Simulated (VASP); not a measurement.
Input of a VASP 6.6.1 run:

File POSCAR:

```
AlCu
1.0
    2.9975090000      0.0000000000      0.0000000000
    0.0000000000      2.9975090000      0.0000000000
    0.0000000000      0.0000000000      2.9975090000
Al Cu
1 1
Direct
    0.0000000000      0.0000000000      0.0000000000
    0.5000000000      0.5000000000      0.3331948294
```

The input INCAR.step1:

```
  PREC = Accurate
  ENCUT = 520
  ISMEAR = 0
  SIGMA = 0.15
  LREAL = False
  LASPH = True
  NELM = 100
  NBANDS = 14
  GGA = PE
  ALGO = Normal
  EDIFF = 1E-4
  LWAVE = True
  LCHARG = False
```

The input INCAR.step2:

```
  PREC = Accurate
  ENCUT = 520
  EDIFF = 1E-6
  ISMEAR = 0
  SIGMA = 0.15
  LREAL = False
  LASPH = True
  NELM = 100
  ALGO = Normal
  ISIF = 2
  LWAVE = False
  LCHARG = False
  METAGGA = R2SCAN
  LMIXTAU = True
  NBANDS = 14
  ISTART = 1
```

File KPOINTS:

```
regular mesh
0
Gamma
  16 16 16
```

Potentials or basis: VASP PAW PBE potentials, release 64 (Al, Cu).

The run is started by

```sh
$ cat potpaw_PBE.64/Al/POTCAR potpaw_PBE.64/Cu/POTCAR > POTCAR
$ cp INCAR.step1 INCAR
$ mpirun -np 1 vasp_std > vasp.out
$ cp INCAR.step2 INCAR
$ mpirun -np 1 vasp_std > vasp.out
```

Question: Predict the pressure.

Answer: 5.9 GPa.

Question: What does it give for the band gap on the k mesh?

Answer: Zero (bands 7 and 8 overlap by 5.14 eV).

Question: Predict the largest force.

Answer: 1.927 eV/Å.

Forces on the atoms (eV/Å):
```
Al   0.000  0.000 -1.927
Cu   0.000  0.000  1.927
```

Caveat: the cell differs from its parent crystal (all Cu atoms moved -0.500 Å, as atom 2 along Cartesian [0 0 1]); the stress differs along the axes, from -0 to 9 GPa; the PAW data sets were made with another functional, which shifts forces and pressure a little.
